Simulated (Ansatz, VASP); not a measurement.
## TiSiTe3: VASP beside Ansatz

```
Ti Si Te
1.0
     5.08819    0.00000    0.00000
     0.00000    5.08819    0.00000
     0.00000    0.00000    5.08819
Ti Si Te
1 1 3
Direct
  0.50000 0.50000 0.50000
  0.00000 0.00000 0.00000
  0.00000 0.50000 0.50000
  0.50000 0.50000 0.00000
  0.50000 0.00000 0.50000
```

Change from the starting cell: species swapped into the TmBRh3 type (Pm-3m, No. 221).

Alike in both runs: task single point; functional PBE; k mesh 4 × 4 × 4; occupations gaussian, width 0.1 eV; no spin polarisation.

|  | VASP | Ansatz |
| --- | --- | --- |
| version | VASP 6.6.1 | Ansatz 0.2.0 |
| potentials or method | VASP PAW PBE potentials, release 64 (Ti_sv, Si, Te), cutoff 520 eV | scalar-relativistic, plane waves, PAW |
| valence electrons in the cell | 34 | 64 |

```csv
,VASP,Ansatz,Ansatz less VASP
gap on the k mesh at the Fermi level (eV),none,none,-
pressure (GPa),8.4,8.5,+0.11
```

A gap of «none» marks a metal or a gap that the smearing closes. VASP's potentials hold 34 valence electrons a cell and Ansatz's 64, so a difference there can come from the potentials and not from the codes.

Spin-orbit coupling is off throughout.
